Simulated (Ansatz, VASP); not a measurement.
## SnO2 in VASP and in Ansatz

File POSCAR:

```
SnO2
1.0
    4.7351461700      0.0000000000      0.0000000000
    0.0000000000      5.7509122300      0.0000000000
    0.0000000000      0.0000000000      5.2471142500
Sn O
4 8
Direct
    0.5000000000      0.6654477500      0.7500000000
    0.0000000000      0.8345522500      0.2500000000
    0.5000000000      0.3345522500      0.2500000000
    0.0000000000      0.1654477500      0.7500000000
    0.7303050400      0.6071234700      0.0786035800
    0.2303050400      0.8928765300      0.9213964200
    0.7696949600      0.8928765300      0.5786035800
    0.2696949600      0.6071234700      0.4213964200
    0.7303050400      0.3928765300      0.5786035800
    0.2303050400      0.1071234700      0.4213964200
    0.7696949600      0.1071234700      0.0786035800
    0.2696949600      0.3928765300      0.9213964200
```

Contents of INCAR.step1:

```
SYSTEM = SnO2
  PREC = Accurate
  ENCUT = 520
  ISMEAR = -1
  SIGMA = 0.02
  LREAL = .FALSE.
  LASPH = .TRUE.
  NELM = 80
  NBANDS = 64
  GGA = PE
  ALGO = Normal
  EDIFF = 1E-4
  LWAVE = .TRUE.
  LCHARG = .FALSE.
```

The input INCAR.step2:

```
SYSTEM = SnO2
  PREC = Accurate
  ENCUT = 520
  EDIFF = 1E-8
  ISMEAR = -1
  SIGMA = 0.02
  LREAL = .FALSE.
  LASPH = .TRUE.
  NELM = 80
  ALGO = Normal
  ISIF = 2
  LWAVE = .FALSE.
  LCHARG = .FALSE.
  METAGGA = R2SCAN
  LMIXTAU = .TRUE.
  LEFG = .TRUE.
  NBANDS = 64
  ISTART = 1
```

Contents of KPOINTS:

```
regular mesh
0
G
  5 4 5
  0 0 0
```

Input for Ansatz:

```yaml
crystal:
  lattice:
    - [4.73514617, 0.0, 0.0]
    - [0.0, 5.75091223, 0.0]
    - [0.0, 0.0, 5.24711425]
  atoms:
    - { symbol: Sn, position: [0.5, 0.66544775, 0.75] }
    - { symbol: Sn, position: [0.0, 0.83455225, 0.25] }
    - { symbol: Sn, position: [0.5, 0.33455225, 0.25] }
    - { symbol: Sn, position: [0.0, 0.16544775, 0.75] }
    - { symbol: O, position: [0.73030504, 0.60712347, 0.07860358] }
    - { symbol: O, position: [0.23030504, 0.89287653, 0.92139642] }
    - { symbol: O, position: [0.76969496, 0.89287653, 0.57860358] }
    - { symbol: O, position: [0.26969496, 0.60712347, 0.42139642] }
    - { symbol: O, position: [0.73030504, 0.39287653, 0.57860358] }
    - { symbol: O, position: [0.23030504, 0.10712347, 0.42139642] }
    - { symbol: O, position: [0.76969496, 0.10712347, 0.07860358] }
    - { symbol: O, position: [0.26969496, 0.39287653, 0.92139642] }
kpoints:
  mp_grid: { grid: [5, 4, 5] }
scf:
  occupations: { method: fermi_dirac, width: 0.02 }
hamiltonian:
  xc: r2scan
  pseudopotentials: { kind: paw }
output:
  forces: true
  stress: true
  populations: true
  efg:
    quadrupole_moments_barn: { Sn: -0.132, O: -0.02558 }
    contact_densities: true
```

Alike in both runs: task electric field gradients; functional r2SCAN; k mesh 5 × 4 × 5; occupations fermi-dirac, width 0.02 eV; no spin polarisation.

|  | VASP | Ansatz |
| --- | --- | --- |
| version | VASP 6.6.1 | Ansatz 0.2.0 |
| potentials or method | VASP PAW PBE potentials, release 64 (Sn_d, O) | plane-wave PAW, scalar-relativistic |
| plane-wave cutoff (eV) | 520 | 500 |
| valence electrons in the cell | 104 | 104 |

Ansatz gave:

| Item | Value |
| --- | --- |
| gap on the k mesh at the Fermi level (eV) | 2.02 |
| pressure (GPa) | -0.9 |
| traceless stress, the component that is largest in VASP (GPa) | 0.16 |
| rms of the force components (eV/Å) | 0.019 |
| size of Vzz on the site where it differs most (V/Å²) | 27.6 |

Problem. What did VASP give for the same quantities?

Solution. gap on the k mesh at the Fermi level (eV): 2.05; pressure (GPa): 0.2; traceless stress, the component that is largest in VASP (GPa): 0.07; rms of the force components (eV/Å): 0.007; size of Vzz on the site where it differs most (V/Å²): 27.9.

VASP's potentials were made for PBE, not for r2SCAN. Atom by atom the forces differ by 0.012 eV/Å (rms over components). The functional is the same, so the differences come from potentials, cutoffs and numerics.
